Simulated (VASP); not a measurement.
Input of a VASP 6.6.1 run:

Contents of POSCAR:

```
LiF
1.0
    0.0000000000      1.9645515165      1.9645515165
    1.9645515165      0.0000000000      1.9645515165
    1.9645515165      1.9645515165      0.0000000000
Li F
1 1
Direct
    0.0000000000      0.0000000000      0.0000000000
    0.5000000000      0.5000000000      0.5000000000
```

Contents of INCAR.step1:

```
SYSTEM = LiF
ALGO     = Normal         ! electronic algorithm
EDIFF    = 1E-5           ! SCF threshold, eV
ENCUT    = 520            ! plane-wave cutoff, eV
GGA      = PE             ! functional
ISIF     = 2              ! what is computed and relaxed
ISMEAR   = 0              ! smearing method
LASPH    = .TRUE.         ! aspherical terms in the spheres
LCHARG   = .FALSE.        ! write CHGCAR
LREAL    = .FALSE.        ! projectors in reciprocal space
LWAVE    = .TRUE.         ! write WAVECAR
NBANDS   = 12             ! bands
NELM     = 100            ! most SCF steps
PREC     = Accurate       ! precision mode
SIGMA    = 0.02           ! smearing width, eV
```

Contents of INCAR.step2:

```
SYSTEM = LiF
ALGO     = Normal         ! electronic algorithm
EDIFF    = 1E-6           ! SCF threshold, eV
ENCUT    = 520            ! plane-wave cutoff, eV
GGA      = PE             ! functional
HFSCREEN = 0.2079         ! screening, 1/A
ISIF     = 2              ! what is computed and relaxed
ISMEAR   = 0              ! smearing method
ISTART   = 1            
LASPH    = .TRUE.         ! aspherical terms in the spheres
LCHARG   = .FALSE.        ! write CHGCAR
LHFCALC  = .TRUE.         ! exact exchange
LREAL    = .FALSE.        ! projectors in reciprocal space
LWAVE    = .FALSE.        ! write WAVECAR
NBANDS   = 12             ! bands
NELM     = 100            ! most SCF steps
PREC     = Accurate       ! precision mode
PRECFOCK = Normal       
SIGMA    = 0.02           ! smearing width, eV
```

File KPOINTS:

```
k-points
0
G
  6 6 6
  0 0 0
```

Potentials or basis: VASP PAW PBE potentials, release 64 (Li_sv, F).

Launch:

```console
$ cat potpaw_PBE.64/Li_sv/POTCAR potpaw_PBE.64/F/POTCAR > POTCAR
$ cp INCAR.step1 INCAR
$ mpirun -np 1 vasp_std > vasp.out
$ cp INCAR.step2 INCAR
$ mpirun -np 1 vasp_std > vasp.out
```

(1) Predict the band gap on the k mesh.

Answers

(1) 12.13 eV, direct.

Caveat: the k points lie up to 0.46 Å⁻¹ apart.
